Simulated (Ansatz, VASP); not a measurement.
Two plane-wave programs on Be3TeSe2

```
CELL_PARAMETERS angstrom
6.04594 0.00000 0.00000
-3.02297 5.23594 0.00000
0.00000 0.00000 3.27183
ATOMIC_POSITIONS crystal
Be 0.50000 0.00000 0.50000
Be 0.50000 0.50000 0.50000
Be 0.00000 0.50000 0.50000
Te 0.00000 0.00000 0.00000
Se 0.33333 0.66667 0.00000
Se 0.66667 0.33333 0.00000
```

Change from the starting cell: species swapped into the CeB2Ru3 type (P6/mmm, No. 191).

Alike in both runs: task relaxation of cell and atoms; functional PBE; k mesh 6 × 6 × 12; occupations gaussian, width 0.1 eV; no spin polarisation.

```csv
,VASP,Ansatz
version,VASP 6.6.1,Ansatz 0.2.0
potentials or method,"VASP PAW PBE potentials, release 64 (Be, Te, Se), cutoff 600 eV","scalar-relativistic, plane waves, PAW"
valence electrons in the cell,24,54
```

|  | VASP | Ansatz | Ansatz less VASP |
| --- | --- | --- | --- |
| gap on the k mesh at the Fermi level, each at its own relaxed structure (eV) | none | none | - |
| relaxed volume (Å³/atom) | 17.70 | 17.68 | -0.021 |
| relaxed length of the cell vector where the two differ most in proportion (Å) | 3.181 | 3.180 | -0.0014 |

A gap of «none» marks a metal or a gap that the smearing closes. VASP's potentials hold 24 valence electrons a cell and Ansatz's 54, so a difference there can come from the potentials and not from the codes.

Spin-orbit coupling is off throughout.
